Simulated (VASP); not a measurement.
**ZnSe: single point with r2SCAN**

Crystal: ZnSe.

```
Zn Se
1.0
     0.00000    2.83242    2.83242
     2.83242    0.00000    2.83242
     2.83242    2.83242    0.00000
Zn Se
1 1
Cartesian
  0.0000 0.0000 0.0000
  1.4162 1.4162 1.4162
```

```json
{
  "Program": "VASP 6.6.1",
  "Task": "single point",
  "Functional": "r2SCAN",
  "Potentials or basis": "VASP PAW PBE potentials, release 64 (Zn, Se)",
  "Cutoff": "520 eV",
  "k mesh": "4 × 4 × 4",
  "Occupations": "gaussian, width 0.01 eV",
  "Spin": "no spin polarisation"
}
```

- Pressure: 0.4 GPa
- Band gap on the k mesh: 1.86 eV, direct

Levels at points of the mesh, in eV from the valence-band top:
```csv
k point,band 5,band 6,band 7,band 8,band 9,band 10,band 11,band 12,band 13,band 14
"(0.00, 0.00, 0.00)",-6.32,-6.32,0.00,0.00,0.00,1.86,6.30,6.30,6.30,10.57
"(0.50, 0.00, 0.00)",-6.30,-6.16,-5.32,-0.89,-0.89,3.04,6.85,6.85,9.06,11.70
"(0.50, 0.50, 0.00)",-6.27,-6.14,-4.81,-2.24,-2.24,3.31,3.86,11.52,12.07,12.07
```

Run time: 34 s on 1 thread of Intel(R) Xeon(R) 6975P-C (Granite Rapids) (shared host), peak memory 0.17 GiB.

Caveat: the k points lie up to 0.48 Å⁻¹ apart; the PAW data sets were made with another functional, which shifts forces and pressure a little. r2SCAN opens gaps a little over a GGA but as a rule still falls short of measured ones.
